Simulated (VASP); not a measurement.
# ZrSe2: single point with HSE06

Crystal: ZrSe2.

```xyz
3
Lattice="3.9775 0.0000 0.0000 -1.9888 3.4446 0.0000 0.0000 0.0000 6.0256" Properties=species:S:1:pos:R:3 pbc="T T T"
Zr    0.0000    0.0000    0.0000
Se    0.0000    2.2964    1.4798
Se    1.9888    1.1482    4.5458
```

This cell differs from its parent crystal: epitaxial xy strain +5.0%.

```yaml
Program: VASP 6.6.1
Task: single point
Functional: HSE06
Potentials_or_basis: VASP PAW PBE potentials, release 64 (Zr_sv, Se)
Cutoff: 400 eV
k_mesh: 6 × 6 × 4
Occupations: gaussian, width 0.01 eV
Spin: no spin polarisation
```

```json
{
 "Pressure": "-3.6 GPa",
 "Largest force": "0.139 eV/Å",
 "Band gap on the k mesh": "1.14 eV (least direct gap 1.45 eV)"
}
```

Forces on the atoms (eV/Å):
```
Zr   0.000  0.000  0.000
Se   0.000  0.000 -0.139
Se   0.000  0.000  0.139
```

Stress tensor (GPa, compression positive):
```
-5.67  0.00  0.00
 0.00 -5.67  0.00
 0.00  0.00  0.56
```

Levels at points of the mesh, in eV from the valence-band top:
| k point | band 10 | band 11 | band 12 | band 13 | band 14 | band 15 |
| --- | --- | --- | --- | --- | --- | --- |
| (0.00, 0.00, 0.00) | -0.53 | -0.53 | 0.00 | 1.45 | 1.45 | 2.37 |
| (0.50, 0.00, 0.00) | -2.81 | -2.40 | -2.02 | 1.19 | 2.78 | 2.91 |
| (0.00, 0.00, 0.50) | -2.10 | -0.72 | -0.72 | 1.42 | 1.42 | 2.48 |
| (0.50, 0.00, 0.50) | -2.58 | -1.68 | -1.13 | 1.14 | 2.76 | 2.93 |

Run time: 18 min on 4 MPI ranks on Intel(R) Xeon(R) Platinum 8259CL CPU @ 2.50GHz (Skylake/Cascade Lake), with other jobs on the host, peak memory 0.29 GiB a rank.

Caveat: the cell differs from its parent crystal (epitaxial xy strain +5.0%); the cell stands under tension; the PAW data sets were made with another functional, which shifts forces and pressure a little; this functional lacks dispersion, which binds the layers, so the pressure and a relaxed spacing across them are unreliable. A k mesh can miss the band edges.
